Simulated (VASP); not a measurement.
# Ru in VASP: notebook

Ru is run at these levels: PBE; tasks: single point, relaxation of cell and atoms.

Everything below comes from runs of VASP 6.6.1. Logs are shortened: lines on timing, memory, paths and dates and some standing lists are left out, and cuts for length are marked.

**1. The cell of the first run**

It takes space group P6_3/mmc (No. 194, hexagonal). Conventional cell: a = 2.707 Å, b = 2.707 Å, c = 8.712 Å, α = 90.00°, β = 90.00°, γ = 120.00°. Within 3.5 Å of Ru (site symmetry -3m) lie 12 Ru at 2.68 to 2.71 Å. Within 3.5 Å of Ru (site symmetry -6m2) lie 12 Ru at 2.68 to 2.71 Å.

**2. Single point, PBE**

The input, INCAR:

```
SYSTEM = Ru
PREC     = Accurate       ! precision mode
ENCUT    = 520            ! plane-wave cutoff, eV
EDIFF    = 1E-6           ! SCF threshold, eV
ISMEAR   = 0              ! smearing method
SIGMA    = 0.1            ! smearing width, eV
LREAL    = .FALSE.        ! projectors in reciprocal space
LASPH    = .TRUE.         ! aspherical terms in the spheres
NELM     = 100            ! most SCF steps
ALGO     = Fast           ! electronic algorithm
ISIF     = 2              ! what is computed and relaxed
LWAVE    = .FALSE.        ! write WAVECAR
LCHARG   = .TRUE.         ! write CHGCAR
GGA      = PE             ! functional
LELF     = .TRUE.         ! ELF
LVHAR    = .TRUE.       
NBANDS   = 36             ! bands
```

The input, KPOINTS:

```
Automatic mesh
0
G
  21 21 6
  0 0 0
```

The input, POSCAR:

```
Ru
1.0
    2.7066739328      0.0000000000      0.0000000000
   -1.3533369664      2.3440483856      0.0000000000
    0.0000000000      0.0000000000      8.7117686966
Ru
4
Direct
    0.0000000000      0.0000000000      0.0000000000
    0.0000000000      0.0000000000      0.5000000000
    0.3333333333      0.6666666667      0.7500000000
    0.6666666667      0.3333333333      0.2500000000
```

Potentials or basis: VASP PAW PBE potentials, release 64 (Ru_pv).

Started as:

```console
cat potpaw_PBE.64/Ru_pv/POTCAR > POTCAR
mpirun -np 1 vasp_std > vasp.out
```

OUTCAR:

```text
SYSTEM = Ru
   PREC = Accurate
   ENCUT = 520
   EDIFF = 1E-6
   ISMEAR = 0
   LREAL = .FALSE.
   LASPH = .TRUE.
   NELM = 100
   ISIF = 2
   GGA = PE

 ion  position               nearest neighbor table
   1  0.000  0.000  0.000-   3 2.68   4 2.68   4 2.68   3 2.68   4 2.68   3 2.68
   2  0.000  0.000  0.500-   3 2.68   4 2.68   4 2.68   3 2.68   4 2.68   3 2.68
   3  0.333  0.667  0.750-   1 2.68   2 2.68   1 2.68   2 2.68   1 2.68   2 2.68
   4  0.667  0.333  0.250-   1 2.68   2 2.68   1 2.68   2 2.68   1 2.68   2 2.68

  LATTYP: Found a hexagonal cell.
 ALAT       =     2.7066739328
 C/A-ratio  =     3.2186251144

  Lattice vectors:

 A1 = (   2.7066739328,   0.0000000000,   0.0000000000)
 A2 = (  -1.3533369664,   2.3440483856,   0.0000000000)
 A3 = (   0.0000000000,   0.0000000000,   8.7117686966)

Analysis of symmetry for initial positions (statically):
=====================================================================
 Subroutine PRICEL returns:
 Original cell was already a primitive cell.

 Routine SETGRP: Setting up the symmetry group for a
 hexagonal supercell.

 Subroutine GETGRP returns: Found 24 space group operations
 (whereof 12 operations were pure point group operations)
 out of a pool of 24 trial point group operations.

The static configuration has the point symmetry D_3d.
 The point group associated with its full space group is D_6h.

Analysis of symmetry for dynamics (positions and initial velocities):
=====================================================================
 Subroutine PRICEL returns:
 Original cell was already a primitive cell.

 Routine SETGRP: Setting up the symmetry group for a
 hexagonal supercell.

 Subroutine GETGRP returns: Found 24 space group operations
 (whereof 12 operations were pure point group operations)
 out of a pool of 24 trial point group operations.

The dynamic configuration has the point symmetry D_3d.
 The point group associated with its full space group is D_6h.

 Subroutine INISYM returns: Found 24 space group operations
 (whereof 12 operations are pure point group operations),
 and found     1 'primitive' translations

----------------------------------------------------------------------------------------

                                     Primitive cell

  volume of cell :      55.2725

  direct lattice vectors                    reciprocal lattice vectors
     2.706673933  0.000000000  0.000000000     0.369457136  0.213306177  0.000000000
    -1.353336966  2.344048386  0.000000000     0.000000000  0.426612354  0.000000000
     0.000000000  0.000000000  8.711768697     0.000000000  0.000000000  0.114787253

  length of vectors
     2.706673933  2.706673933  8.711768697     0.426612354  0.426612354  0.114787253

  position of ions in fractional coordinates (direct lattice)
     0.000000000  0.000000000  0.000000000
     0.000000000  0.000000000  0.500000000
     0.333333333  0.666666667  0.750000000
     0.666666667  0.333333333  0.250000000

  ion indices of the primitive-cell ions
   primitive index   ion index
                 1           1
                 2           2
                 3           3
                 4           4

----------------------------------------------------------------------------------------

 KPOINTS: Automatic mesh

Automatic generation of k-mesh.
 Grid dimensions read from file:
 generate k-points for:   21   21    6

 Generating k-lattice:

  Cartesian coordinates                     Fractional coordinates (reciprocal lattice)
     0.017593197  0.010157437  0.000000000     0.047619048  0.000000000  0.000000000
     0.000000000  0.020314874  0.000000000     0.000000000  0.047619048  0.000000000
     0.000000000  0.000000000  0.019131209     0.000000000  0.000000000  0.166666667

  Length of vectors
     0.020314874  0.020314874  0.019131209

  Shift w.r.t. Gamma in fractional coordinates (k-lattice)
     0.000000000  0.000000000  0.000000000

 Subroutine IBZKPT returns following result:
 ===========================================

 Found    192 irreducible k-points:

 Following reciprocal coordinates:
            Coordinates               Weight
  0.000000  0.000000  0.000000      1.000000
  0.047619  0.000000  0.000000      6.000000
  0.095238  0.000000  0.000000      6.000000
  0.142857  0.000000  0.000000      6.000000
  0.190476  0.000000  0.000000      6.000000
  0.238095  0.000000  0.000000      6.000000
[... 16 lines left out ...]
  0.142857  0.095238  0.000000     12.000000
  0.190476  0.095238  0.000000     12.000000
 [... further k-points ...]
   k-points           NKPTS =    192   k-points in BZ     NKDIM =    192   number of bands    NBANDS=     36
   number of dos      NEDOS =    301   number of ions     NIONS =      4
   total plane-waves  NPLWV =  28000
   dimension x,y,z NGX =    20 NGY =   20 NGZ =   70
   dimension x,y,z NGXF=    40 NGYF=   40 NGZF=  140
   ions per type =               4
   NGX,Y,Z   is equivalent  to a cutoff of  12.28, 12.28, 13.36 a.u.
   NGXF,Y,Z  is equivalent  to a cutoff of  24.57, 24.57, 26.72 a.u.
 SYSTEM =  Ru
   PREC   = accura    normal or accurate (medium, high low for compatibility)
   ISTART =      0    job   : 0-new  1-cont  2-samecut
   ICHARG =      2    charge: 1-file 2-atom 10-const
   ISPIN  =      1    spin polarized calculation?
   LNONCOLLINEAR =      F non collinear calculations
   LSORBIT =      F    spin-orbit coupling
   LASPH  =      T    aspherical Exc in radial PAW
   ENCUT  =  520.0 eV  38.22 Ry    6.18 a.u.   5.03  5.03 16.20*2*pi/ulx,y,z
   NELM   =    100;   NELMIN=  2; NELMDL= -5     # of ELM steps
   EDIFF  = 0.1E-05   stopping-criterion for ELM
   LREAL  =      F    real-space projection
   EDIFFG = 0.1E-04   stopping-criterion for IOM
   NSW    =      0    number of steps for IOM
   IBRION =     -1    ionic relax: 0-MD 1-quasi-New 2-CG
   NFREE  =      0    steps in history (QN), initial steepest desc. (CG)
   ISIF   =      2    stress and relaxation
   ISYM   =      2    0-nonsym 1-usesym 2-fastsym
   POTIM  = 0.5000    time-step for ionic-motion
   TEBEG  =    0.0;   TEEND  =   0.0 temperature during run
   PSTRESS=    0.0 pullay stress
   NELECT =      56.0000    total number of electrons
   NUPDOWN=      -1.0000    fix difference up-down
   EMIN   =  10.00;   EMAX   =-10.00  energy-range for DOS
   EFERMI =   0.00;   METHOD = LEGACY
   ISMEAR =     0;   SIGMA  =   0.10  broadening in eV -4-tet -1-fermi 0-gaus
   EFERMI_NEDOS =   21; number of points for ismear=-14 and -15
   IALGO  =     68    algorithm
   IMIX   =      4    mixing-type and parameters
     AMIX     =   0.40;   BMIX     =  1.00
     AMIX_MAG =   1.60;   BMIX_MAG =  1.00
  volume/ion in A,a.u.               =      13.82        93.25
  Fermi-wavevector in a.u.,A,eV,Ry     =   1.644250  3.107182 36.784147  2.703559
  Thomas-Fermi vector in A             =   2.734248
   LORBIT       =      0    0 simple, 1 ext, 2 COOP (PROOUT), +10 PAW based schemes
   GGA     = PE    functional components
   LHFCALC =     F    Hartree Fock is set to
   AEXX    =    0.0000 exact exchange contribution
   IVDW    =     0    specifies the selected vdW correction
   LEPSILON=     F    determine dielectric tensor
   LRPA    =     F    only Hartree local field effects (RPA)
 non-spin polarized calculation
 RMM-DIIS sequential band-by-band and
 Gauss-broadening in eV      SIGMA  =   0.10
  energy-cutoff  :      520.00
  volume of cell :       55.27
 maximum number of plane-waves:      1521
 NGX is ok and might be reduce to    20

 number of electron      55.9999986 magnetization

 Free energy of the ion-electron system (eV)
  ---------------------------------------------------
  ext. energy  EPLUGINS =         0.00000000
  ---------------------------------------------------
  free energy    TOTEN  =       -36.62722572 eV

  energy without entropy =      -36.60583894  energy(sigma->0) =      -36.61653233

 E-fermi :  12.4858     XC(G=0): -14.0093

 val. band max:       12.4815233643   @ k =   0.2381   0.0000   0.3333
 cond. band min:      12.4862267633   @ k =   0.2857   0.0000   0.3333
 fundamental gap:      0.0047033991
 Fermi energy:        12.4857590494

 k-point     1 :       0.0000    0.0000    0.0000
  band No.  band energies     occupation
      1     -31.0200      2.00000
      2     -30.5400      2.00000
      3     -30.4842      2.00000
      4     -30.1452      2.00000
      5     -30.1452      2.00000
      6     -30.0870      2.00000
[... 28 lines left out ...]
     35      13.9977      0.00000
     36      13.9977      0.00000

 k-point     2 :       0.0476    0.0000    0.0000
  band No.  band energies     occupation
      1     -31.0127      2.00000
      2     -30.5419      2.00000
      3     -30.4871      2.00000
      4     -30.1617      2.00000
      5     -30.1506      2.00000
      6     -30.0984      2.00000
[... 28 lines left out ...]
     35      14.0092      0.00000
     36      14.8379      0.00000

 k-point     3 :       0.0952    0.0000    0.0000
  band No.  band energies     occupation
      1     -30.9912      2.00000
      2     -30.5489      2.00000
      3     -30.4974      2.00000
      4     -30.2092      2.00000
      5     -30.1661      2.00000
      6     -30.1295      2.00000
[... 28 lines left out ...]
     35      14.0428      0.00000
     36      15.9154      0.00000
[... 742 lines left out ...]
 k-point    23 :       0.1429    0.0952    0.0000
  band No.  band energies     occupation
      1     -30.8917      2.00000
      2     -30.6114      2.00000
      3     -30.5805      2.00000
      4     -30.3922      2.00000
      5     -30.2969      2.00000
      6     -30.2644      2.00000
[... 28 lines left out ...]
     35      14.4430      0.00000
     36      18.6443      0.00000

 k-point    24 :       0.1905    0.0952    0.0000
  band No.  band energies     occupation
      1     -30.8393      2.00000
      2     -30.6643      2.00000
      3     -30.6402      2.00000
      4     -30.4793      2.00000
      5     -30.4001      2.00000
      6     -30.2985      2.00000
[... 28 lines left out ...]
     35      14.6902      0.00000
     36      19.7363      0.00000

 [... further k-points ...]

------------------------ aborting loop because EDIFF is reached ----------------------------------------

  FORCE on cell =-STRESS in cart. coord.  units (eV):
  Direction    XX          YY          ZZ          XY          YZ          ZX
  --------------------------------------------------------------------------------------
  -------------------------------------------------------------------------------------
  Total       -0.0412187     -0.0412187     -0.0285764      0.0000000      0.0000000      0.0000000
  in kB       -1.1948015     -1.1948015     -0.8283415      0.0000000      0.0000000      0.0000000
  external PRESSURE =      -1.0726482 kB  Pullay stress =       0.0000000 kB

 VOLUME and BASIS-vectors are now :
 -----------------------------------------------------------------------------
  energy-cutoff  :      520.00
  volume of cell :       55.27
      direct lattice vectors                 reciprocal lattice vectors
     2.706673933  0.000000000  0.000000000     0.369457136  0.213306177  0.000000000
    -1.353336966  2.344048386  0.000000000     0.000000000  0.426612354  0.000000000
     0.000000000  0.000000000  8.711768697     0.000000000  0.000000000  0.114787253

 POSITION                                       TOTAL-FORCE (eV/Angst)
 -----------------------------------------------------------------------------------
      0.00000      0.00000      0.00000         0.000000      0.000000     -0.000000
      0.00000      0.00000      4.35588        -0.000000      0.000000     -0.000000
     -0.00000      1.56270      6.53383        -0.000000      0.000000      0.000000
      1.35334      0.78135      2.17794         0.000000     -0.000000      0.000000
 -----------------------------------------------------------------------------------
    total drift:                                0.000000     -0.000000      0.000000

  FREE ENERGIE OF THE ION-ELECTRON SYSTEM (eV)
  ---------------------------------------------------
  free  energy   TOTEN  =       -36.6272257234 eV

  energy  without entropy=      -36.6058389402  energy(sigma->0) =      -36.61653233
```

It took 5.9 min on 1 thread of Intel Xeon Platinum 8488C (Sapphire Rapids), shared host; peak memory 0.36 GiB.

Results:

```
Free energy            : -36.6272 eV
Pressure               : -0.1 GPa
Band gap on the k mesh : zero (bands 28 and 29 overlap by 2.84 eV)
```

Levels at points of the mesh, in eV from the Fermi level:
```tsv
k point	band 25	band 26	band 27	band 28	band 29	band 30	band 31	band 32
(0.00, 0.00, 0.00)	-2.15	-2.06	-2.06	-0.77	-0.77	-0.06	-0.06	0.57
(0.00, 0.00, 0.50)	-2.34	-2.34	-0.65	-0.65	-0.37	-0.37	-0.37	-0.37
```

**3. Single point, PBE**

This run uses another cell than the first one: it holds 8 atoms, not 4.

The input, INCAR:

```
PREC = Accurate
ENCUT = 520
EDIFF = 1E-6
ISMEAR = 0
SIGMA = 0.1
LREAL = False
LASPH = True
NELM = 80
ALGO = Fast
ISIF = 2
LWAVE = False
LCHARG = False
GGA = PE
NBANDS = 66
```

The input, KPOINTS:

```
Automatic mesh
0
Gamma
  4 4 4
```

The input, POSCAR:

```
Ru
1.0
    4.5862905025     -2.7200063700      1.0808016346
    4.5862905025      2.7200063700      1.0808016346
   -0.9900342710      0.0000000000      4.1797183270
Ru
8
Direct
    0.8332977144      0.8332977144      0.2499693625
    0.1667022856      0.1667022856      0.7500306375
    0.3333317473      0.3333317473      0.2500104984
    0.6666682527      0.6666682527      0.7499895016
    0.8333287171      0.3333010329      0.2499966106
    0.6666989671      0.1666712829      0.7500033894
    0.1666712829      0.6666989671      0.7500033894
    0.3333010329      0.8333287171      0.2499966106
```

Potentials or basis: VASP PAW PBE potentials, release 64 (Ru_pv).

Started as:

```console
cat potpaw_PBE.64/Ru_pv/POTCAR > POTCAR
mpirun -np 1 vasp_std > vasp.out
```

Wall time 3.4 min (1 thread of Intel Xeon Platinum 8488C (Sapphire Rapids), shared host); peak memory 0.28 GiB.

It converged, with:

| Quantity | Value |
| --- | --- |
| Free energy | -73.9924 eV |
| Pressure | -0.1 GPa |
| Largest force | 0.004 eV/Å |
| Band gap on the k mesh | zero (bands 56 and 57 overlap by 1.55 eV) |

Forces in eV/Å, atoms in the order of the input:
```
Ru   0.003  0.000  0.003
Ru  -0.003  0.000 -0.003
Ru   0.001  0.000  0.000
Ru  -0.001  0.000  0.000
Ru   0.002  0.000  0.001
Ru  -0.002  0.000 -0.001
Ru  -0.002  0.000 -0.001
Ru   0.002  0.000  0.001
```

Stress tensor (GPa, compression positive):
```
-0.25  0.00  0.19
 0.00 -0.09  0.00
 0.19  0.00  0.05
```

Levels at points of the mesh, in eV from the Fermi level:
```tsv
k point	band 54	band 55	band 56	band 57	band 58	band 59
(0.00, 0.00, 0.00)	-1.35	1.19	1.19	1.35	1.42	1.42
(0.50, 0.00, 0.00)	-0.81	-0.57	-0.57	-0.29	-0.29	0.13
(0.50, 0.50, 0.00)	-0.81	-0.57	-0.57	-0.29	-0.29	0.13
(0.00, 0.00, 0.50)	0.48	0.48	0.48	0.56	0.56	0.57
(0.50, 0.00, 0.50)	-1.32	-1.32	-1.32	0.56	0.56	0.56
(0.50, 0.50, 0.50)	-1.32	-1.32	-1.32	0.56	0.56	0.56
```

Caveat: the k points lie up to 0.37 Å⁻¹ apart, too coarse for converged energies and pressures of a metal.

(Continued in part 2 of 3.)

The gap in the log of VASP goes by the Fermi energy; the results here count the filled bands.